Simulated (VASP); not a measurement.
Input of a VASP 6.6.1 run:

The input POSCAR:

```
Zr3O
1.0
    5.6357288377      0.0000000000      0.0000000000
   -2.8178644189      4.8806843423      0.0000000000
    0.0000000000      0.0000000000      5.1804954441
Zr O
6 2
Direct
    0.3395332904      0.0000000000      0.0000000000
    0.3395332904      0.3395332904      0.5000000000
    0.0000000000      0.3395332904      0.0000000000
    0.6604667096      0.0000000000      0.5000000000
    0.6604667096      0.6604667096      0.0000000000
    0.0000000000      0.6604667096      0.5000000000
    0.3333333333      0.6666666667      0.2500000000
    0.6666666667      0.3333333333      0.7500000000
```

The input INCAR.step1:

```
ALGO = Normal
EDIFF = 1E-4
ENCUT = 520
GGA = PE
ISMEAR = 0
LASPH = True
LCHARG = False
LREAL = False
LWAVE = True
NBANDS = 52
NELM = 100
PREC = Accurate
SIGMA = 0.1
```

INCAR.step2

```
ALGO = Normal
BPARAM = 11.95
CPARAM = 0.0093
EDIFF = 1E-6
ENCUT = 520
ISIF = 2
ISMEAR = 0
ISTART = 1
IVDW_NL = 2
LASPH = True
LCHARG = False
LMIXTAU = True
LREAL = False
LUSE_VDW = True
LWAVE = False
METAGGA = R2SCAN
NBANDS = 52
NELM = 100
PREC = Accurate
SIGMA = 0.1
```

Contents of KPOINTS:

```
k-points
0
Gamma
  6 6 8
```

Potentials or basis: VASP PAW PBE potentials, release 64 (Zr_sv, O).

Run with:

```bash
$ cat potpaw_PBE.64/Zr_sv/POTCAR potpaw_PBE.64/O/POTCAR > POTCAR
$ cp INCAR.step1 INCAR
$ mpirun -np 1 vasp_std > vasp.out
$ cp INCAR.step2 INCAR
$ mpirun -np 1 vasp_std > vasp.out
```

**Question.** What does it give for the band gap on the k mesh?

**Answer.** Zero (bands 42 and 43 overlap by 0.91 eV).

**Question.** Predict the largest force.

**Answer.** 0.017 eV/Å.

Forces in eV/Å, atoms in the order of the input:
```
Zr  -0.017  0.000  0.000
Zr  -0.009 -0.015  0.000
Zr   0.009 -0.015  0.000
Zr   0.017  0.000  0.000
Zr   0.009  0.015  0.000
Zr  -0.009  0.015  0.000
O    0.000  0.000  0.000
O    0.000  0.000  0.000
```

Caveat: the PAW data sets were made with another functional, which shifts forces and pressure a little.
